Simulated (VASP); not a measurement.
# Mn (Fmmm) in VASP: single point with PBE

Aim: the single point of Mn with PBE.

Program: VASP 6.6.1. These are calculated values, not measurements. Logs are shortened: lines on timing, memory, paths and dates and some standing lists are left out, and cuts for length are marked.

### 1 The cell of the first run

The structure is orthorhombic, space group Fmmm (No. 69). The conventional cell has a = 2.874 Å, b = 4.978 Å, c = 7.835 Å, α = 90.00°, β = 90.00°, γ = 90.00°. Within 2.2 Å of Mn (site symmetry m2m) lie 3 Mn at 1.66 Å.

### 2 Single point, PBE, collinear spin, ferromagnetic start

The input, INCAR:

```
SYSTEM = Mn
PREC = Accurate ; ENCUT = 680
EDIFF = 1E-6 ; ISMEAR = 0
SIGMA = 0.1 ; LREAL = .FALSE.
LASPH = .TRUE. ; NELM = 200
ALGO = Normal ; ISIF = 2
LWAVE = .FALSE. ; LCHARG = .FALSE.
ISPIN = 2 ; MAGMOM = 4 4
LORBIT = 11 ; LMAXMIX = 4
GGA = PE ; NBANDS = 26
GGA_COMPAT = .FALSE.
```

The input, KPOINTS:

```
regular mesh
0
G
  8 8 8
  0 0 0
```

The input, POSCAR:

```
Mn
1.0
    0.0000000000      2.4889102802      3.9176641364
    1.4369449102      0.0000000000      3.9176641364
    1.4369449102      2.4889102802      0.0000000000
Mn
2
Direct
    0.1666700000      0.8333300000      0.1666700000
    0.8333300000      0.1666700000      0.8333300000
```

Potentials or basis: VASP PAW PBE potentials, release 64 (Mn_sv).

Started as:

```bash
cat potpaw_PBE.64/Mn_sv/POTCAR > POTCAR
mpirun -np 1 vasp_std > vasp.out
```

OUTCAR:

```text
SYSTEM = Mn
   PREC = Accurate
   ENCUT = 680
   EDIFF = 1E-6
   ISMEAR = 0
   LREAL = .FALSE.
   LASPH = .TRUE.
   NELM = 200
   ISIF = 2
   ISPIN = 2
   LORBIT = 11
   GGA = PE

 ion  position               nearest neighbor table
   1  0.167  0.833  0.167-   2 1.66   2 1.66   2 1.66
   2  0.833  0.167  0.833-   1 1.66   1 1.66   1 1.66

  LATTYP: Found a face centered orthorhombic cell.
 ALAT       =     2.8738898204
 B/A-ratio  =     1.7320846906
 C/A-ratio  =     2.7263843649

  Lattice vectors:

 A1 = (   0.0000000000,   2.4889102802,   3.9176641364)
 A2 = (   1.4369449102,   0.0000000000,   3.9176641364)
 A3 = (   1.4369449102,   2.4889102802,   0.0000000000)

Analysis of symmetry for initial positions (statically):
=====================================================================
 Subroutine PRICEL returns:
 Original cell was already a primitive cell.

 Routine SETGRP: Setting up the symmetry group for a
 face centered orthorhombic supercell.

 Subroutine GETGRP returns: Found  8 space group operations
 (whereof  8 operations were pure point group operations)
 out of a pool of  8 trial point group operations.

The static configuration has the point symmetry D_2h.

Analysis of symmetry for dynamics (positions and initial velocities):
=====================================================================
 Subroutine PRICEL returns:
 Original cell was already a primitive cell.

 Routine SETGRP: Setting up the symmetry group for a
 face centered orthorhombic supercell.

 Subroutine GETGRP returns: Found  8 space group operations
 (whereof  8 operations were pure point group operations)
 out of a pool of  8 trial point group operations.

The dynamic configuration has the point symmetry D_2h.

Analysis of structural, dynamic, and magnetic symmetry:
=====================================================================
 Subroutine PRICEL returns:
 Original cell was already a primitive cell.

 Routine SETGRP: Setting up the symmetry group for a
 face centered orthorhombic supercell.

 Subroutine GETGRP returns: Found  8 space group operations
 (whereof  8 operations were pure point group operations)
 out of a pool of  8 trial point group operations.

The overall configuration has the point symmetry D_2h.

 Subroutine INISYM returns: Found  8 space group operations
 (whereof  8 operations are pure point group operations),
 and found     1 'primitive' translations

----------------------------------------------------------------------------------------

                                     Primitive cell

  volume of cell :      28.0225

  direct lattice vectors                    reciprocal lattice vectors
     0.000000000  2.488910280  3.917664136    -0.347960452  0.200891131  0.127627071
     1.436944910  0.000000000  3.917664136     0.347960452 -0.200891131  0.127627071
     1.436944910  2.488910280  0.000000000     0.347960452  0.200891131 -0.127627071

  length of vectors
     4.641418605  4.172877060  2.873931986     0.421571336  0.421571336  0.421571336

  position of ions in fractional coordinates (direct lattice)
     0.166670000  0.833330000  0.166670000
     0.833330000  0.166670000  0.833330000

  ion indices of the primitive-cell ions
   primitive index   ion index
                 1           1
                 2           2

----------------------------------------------------------------------------------------

 KPOINTS: regular mesh

Automatic generation of k-mesh.
 Grid dimensions read from file:
 generate k-points for:    8    8    8

 Generating k-lattice:

  Cartesian coordinates                     Fractional coordinates (reciprocal lattice)
    -0.043495056  0.025111391  0.015953384     0.125000000  0.000000000  0.000000000
     0.043495056 -0.025111391  0.015953384     0.000000000  0.125000000  0.000000000
     0.043495056  0.025111391 -0.015953384    -0.000000000 -0.000000000  0.125000000

  Length of vectors
     0.052696417  0.052696417  0.052696417

  Shift w.r.t. Gamma in fractional coordinates (k-lattice)
     0.000000000  0.000000000  0.000000000

 Subroutine IBZKPT returns following result:
 ===========================================

 Found     95 irreducible k-points:

 Following reciprocal coordinates:
            Coordinates               Weight
  0.000000  0.000000  0.000000      1.000000
  0.125000  0.000000  0.000000      8.000000
  0.250000  0.000000  0.000000      8.000000
  0.375000 -0.000000 -0.000000      8.000000
  0.500000  0.000000  0.000000      4.000000
  0.125000  0.125000  0.000000      2.000000
[... 16 lines left out ...]
  0.250000  0.000000  0.125000      8.000000
  0.375000 -0.000000  0.125000      8.000000
 [... further k-points ...]
   k-points           NKPTS =     95   k-points in BZ     NKDIM =     95   number of bands    NBANDS=     26
   number of dos      NEDOS =    301   number of ions     NIONS =      2
   total plane-waves  NPLWV =  34560
   dimension x,y,z NGX =    40 NGY =   36 NGZ =   24
   dimension x,y,z NGXF=    80 NGYF=   72 NGZF=   48
   ions per type =               2
   NGX,Y,Z   is equivalent  to a cutoff of  14.33, 14.34, 13.88 a.u.
   NGXF,Y,Z  is equivalent  to a cutoff of  28.65, 28.68, 27.77 a.u.
 SYSTEM =  Mn
   PREC   = accura    normal or accurate (medium, high low for compatibility)
   ISTART =      0    job   : 0-new  1-cont  2-samecut
   ICHARG =      2    charge: 1-file 2-atom 10-const
   ISPIN  =      2    spin polarized calculation?
   LNONCOLLINEAR =      F non collinear calculations
   LSORBIT =      F    spin-orbit coupling
   LASPH  =      T    aspherical Exc in radial PAW
   ENCUT  =  680.0 eV  49.98 Ry    7.07 a.u.   9.87  8.87  6.11*2*pi/ulx,y,z
   NELM   =    200;   NELMIN=  2; NELMDL= -5     # of ELM steps
   EDIFF  = 0.1E-05   stopping-criterion for ELM
   LREAL  =      F    real-space projection
   EDIFFG = 0.1E-04   stopping-criterion for IOM
   NSW    =      0    number of steps for IOM
   IBRION =     -1    ionic relax: 0-MD 1-quasi-New 2-CG
   NFREE  =      0    steps in history (QN), initial steepest desc. (CG)
   ISIF   =      2    stress and relaxation
   ISYM   =      2    0-nonsym 1-usesym 2-fastsym
   POTIM  = 0.5000    time-step for ionic-motion
   TEBEG  =    0.0;   TEEND  =   0.0 temperature during run
   PSTRESS=    0.0 pullay stress
   NELECT =      30.0000    total number of electrons
   NUPDOWN=      -1.0000    fix difference up-down
   EMIN   =  10.00;   EMAX   =-10.00  energy-range for DOS
   EFERMI =   0.00;   METHOD = LEGACY
   ISMEAR =     0;   SIGMA  =   0.10  broadening in eV -4-tet -1-fermi 0-gaus
   EFERMI_NEDOS =   21; number of points for ismear=-14 and -15
   IALGO  =     38    algorithm
   IMIX   =      4    mixing-type and parameters
     AMIX     =   0.40;   BMIX     =  1.00
     AMIX_MAG =   1.60;   BMIX_MAG =  1.00
  volume/ion in A,a.u.               =      14.01        94.55
  Fermi-wavevector in a.u.,A,eV,Ry     =   1.674736  3.164792 38.160821  2.804741
  Thomas-Fermi vector in A             =   2.759479
   LORBIT       =     11    0 simple, 1 ext, 2 COOP (PROOUT), +10 PAW based schemes
   GGA     = PE    functional components
   LHFCALC =     F    Hartree Fock is set to
   AEXX    =    0.0000 exact exchange contribution
   IVDW    =     0    specifies the selected vdW correction
   LEPSILON=     F    determine dielectric tensor
   LRPA    =     F    only Hartree local field effects (RPA)
 spin polarized calculation
 Gauss-broadening in eV      SIGMA  =   0.10
  energy-cutoff  :      680.00
  volume of cell :       28.02
 maximum number of plane-waves:      1146
   NGX = 19   NGY = 17   NGZ = 13

 number of electron      30.0000006 magnetization       0.1196244

 number of electron      30.0000006 magnetization      -0.0016818

 Free energy of the ion-electron system (eV)
  ---------------------------------------------------
  ext. energy  EPLUGINS =         0.00000000
  ---------------------------------------------------
  free energy    TOTEN  =        -7.28291210 eV

  energy without entropy =       -7.26968578  energy(sigma->0) =       -7.27629894

 E-fermi :   9.9098     XC(G=0): -11.5569

 val. band max:        9.9090285442   @ k =   0.5000  -0.1250   0.3750
 cond. band min:       9.9103044740   @ k =   0.5000  -0.1250   0.3750
 fundamental gap:      0.0012759298
 Fermi energy:         9.9097704061

 spin component 1

 k-point     1 :       0.0000    0.0000    0.0000
  band No.  band energies     occupation
      1     -72.3297      1.00000
      2     -68.5443      1.00000
      3     -42.6126      1.00000
      4     -42.6115      1.00000
      5     -39.7155      1.00000
      6     -37.5730      1.00000
[... 18 lines left out ...]
     25      31.4859      0.00000
     26      31.6215      0.00000
[... 644 lines left out ...]
      4     -41.5071      1.00000
      5     -39.2809      1.00000
      6     -38.0467      1.00000
[... 18 lines left out ...]
     25      27.5097      0.00000
     26      30.7266      0.00000

 [... further k-points ...]

 spin component 2

 k-point     1 :       0.0000    0.0000    0.0000
  band No.  band energies     occupation
      1     -72.3305      1.00000
      2     -68.5452      1.00000
      3     -42.6133      1.00000
      4     -42.6125      1.00000
      5     -39.7162      1.00000
      6     -37.5736      1.00000
[... 18 lines left out ...]
     25      31.4934      0.00000
     26      31.6465      0.00000
[... 644 lines left out ...]
      4     -41.5079      1.00000
      5     -39.2815      1.00000
      6     -38.0474      1.00000
[... 18 lines left out ...]
     25      27.5094      0.00000
     26      30.7263      0.00000

 [... further k-points ...]
[... 5 lines left out ...]
  --------------------------------------------------------------------------------------
  -------------------------------------------------------------------------------------
  Total       36.5945225     36.4437945     -0.8093705      0.0000000      0.0000000      0.0000000
  in kB     2092.2814775   2083.6636469    -46.2755293      0.0000000      0.0000000      0.0000000
  external PRESSURE =    1376.5565317 kB  Pullay stress =       0.0000000 kB

 VOLUME and BASIS-vectors are now :
 -----------------------------------------------------------------------------
  energy-cutoff  :      680.00
  volume of cell :       28.02
      direct lattice vectors                 reciprocal lattice vectors
     0.000000000  2.488910280  3.917664136    -0.347960452  0.200891131  0.127627071
     1.436944910  0.000000000  3.917664136     0.347960452 -0.200891131  0.127627071
     1.436944910  2.488910280  0.000000000     0.347960452  0.200891131 -0.127627071

 POSITION                                       TOTAL-FORCE (eV/Angst)
 -----------------------------------------------------------------------------------
      1.43694      0.82965      3.91766         0.000000     -0.066507      0.000000
      1.43694      4.14817      3.91766         0.000000      0.066507      0.000000
 -----------------------------------------------------------------------------------
    total drift:                               -0.000000     -0.000000     -0.000000

  FREE ENERGIE OF THE ION-ELECTRON SYSTEM (eV)
  ---------------------------------------------------
  free  energy   TOTEN  =        -7.2829121003 eV

  energy  without entropy=       -7.2696857843  energy(sigma->0) =       -7.27629894

 total charge

# of ion       s       p       d       tot
------------------------------------------
    1        2.323   6.124   5.650  14.097
    2        2.323   6.124   5.650  14.097
--------------------------------------------------
tot          4.647  12.248  11.300  28.195

 magnetization (x)

# of ion       s       p       d       tot
------------------------------------------
    1       -0.000  -0.000  -0.001  -0.001
    2       -0.000  -0.000  -0.001  -0.001
--------------------------------------------------
tot         -0.000  -0.000  -0.001  -0.001
```

It took 3.6 min on 1 thread of AMD EPYC 7R13 (Zen 3), shared host; peak memory 0.26 GiB.

Results:

```yaml
Free_energy: -7.2829 eV
Pressure: 137.7 GPa
Largest_force: 0.067 eV/Å
Band_gap_on_the_k_mesh: zero (filled and empty bands overlap)
Net_moment: 0.00 μB per cell
Valence_electrons_inside_the_program's_atomic_spheres: Mn 14.10
```

Forces on the atoms (eV/Å):
```
Mn   0.000 -0.067  0.000
Mn   0.000  0.067  0.000
```

Caveat: atoms lie so close that the PAW spheres overlap strongly, which falsifies energies and pressures; the stress differs along the axes, from -5 to 209 GPa; the moments typed at the start vanished in this run.
